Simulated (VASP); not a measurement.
# Co: single point with PBE

The system is Co.

```
Co
1.0
     0.00000    1.80115    1.80115
     1.80115    0.00000    1.80115
     1.80115    1.80115    0.00000
Co
1
Direct
  0.00000 0.00000 0.00000
```

```json
{
  "Program": "VASP 6.6.1",
  "Task": "single point",
  "Functional": "PBE",
  "Potentials or basis": "VASP PAW PBE potentials, release 64 (Co)",
  "Cutoff": "520 eV",
  "k mesh": "11 × 11 × 11",
  "Occupations": "gaussian, width 0.1 eV",
  "Spin": "collinear spin, ferromagnetic start",
  "Starting moments": "[3.0] μB",
  "Dipole correction": "no",
  "Further INCAR settings": "ALGO = Normal; EDIFF = 1e-07; NBANDS = 14"
}
```

- Pressure: -13.7 GPa
- Net moment: 1.62 μB per cell
- Site moments: Co +1.65 μB
- Valence electrons inside the program's atomic spheres: Co 8.14

Levels at points of the mesh, in eV from the Fermi level:
Spin up:
```csv
k point,band 3,band 4,band 5,band 6,band 7,band 8
"(0.00, 0.00, 0.00)",-2.62,-2.62,-1.71,-1.71,22.39,26.18
```
Spin down:
| k point | band 1 | band 2 | band 3 | band 4 | band 5 | band 6 | band 7 | band 8 | band 9 |
| --- | --- | --- | --- | --- | --- | --- | --- | --- | --- |
| (0.00, 0.00, 0.00) | -8.62 | -1.06 | -1.06 | -1.06 | 0.26 | 0.26 | 22.03 | 26.32 | 26.32 |

It took 16 s on 1 thread of AMD EPYC 7R13 Processor (Zen 3), with other jobs on the host, peak memory 0.11 GiB.
